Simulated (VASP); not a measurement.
Input of a VASP 6.6.1 run:

The input POSCAR:

```
SiO2
1.0
    4.1854060762      0.0000000000      0.0000000000
    0.0000000000      4.1854060762      0.0000000000
    0.0000000000      0.0000000000      2.6687449733
Si O
2 4
Direct
    0.5000000000      0.5000000000      0.5000000000
    0.0000000000      0.0000000000      0.0000000000
    0.6600960412      0.7276743616      0.0000000000
    0.1600960412      0.7723256384      0.5000000000
    0.3399039588      0.2723256384      0.0000000000
    0.8399039588      0.2276743616      0.5000000000
```

INCAR.step1

```
SYSTEM = SiO2
ALGO = Normal
EDIFF = 1E-4
ENCUT = 520
GGA = PE
ISMEAR = 0
LASPH = .True.
LCHARG = .False.
LREAL = .False.
LWAVE = .True.
NBANDS = 25
NELM = 60
PREC = Accurate
SIGMA = 0.05
```

The input INCAR.step2:

```
SYSTEM = SiO2
ALGO = Normal
EDIFF = 1E-6
ENCUT = 520
ISIF = 2
ISMEAR = 0
ISTART = 1
LASPH = .True.
LCHARG = .False.
LMIXTAU = .True.
LREAL = .False.
LWAVE = .False.
METAGGA = R2SCAN
NBANDS = 25
NELM = 60
PREC = Accurate
SIGMA = 0.05
```

File KPOINTS:

```
k-points
0
Gamma
  6 6 8
  0 0 0
```

Potentials or basis: VASP PAW PBE potentials, release 64 (Si, O).

Run with:

```console
$ cat potpaw_PBE.64/Si/POTCAR potpaw_PBE.64/O/POTCAR > POTCAR
$ cp INCAR.step1 INCAR
$ mpirun -np 1 vasp_std > vasp.out
$ cp INCAR.step2 INCAR
$ mpirun -np 1 vasp_std > vasp.out
```

**Question.** Estimate the pressure.

**Answer.** -3.0 GPa.

**Question.** What does it give for the largest force?

**Answer.** 0.882 eV/Å.

Stress tensor (GPa, compression positive):
```
  6.11   0.00   0.00
  0.00 -12.60   0.00
  0.00   0.00  -2.55
```

Caveat: the cell differs from its parent crystal (atoms displaced along a vibrational mode); the stress differs along the axes, from -13 to 6 GPa; the PAW data sets were made with another functional, which shifts forces and pressure a little.
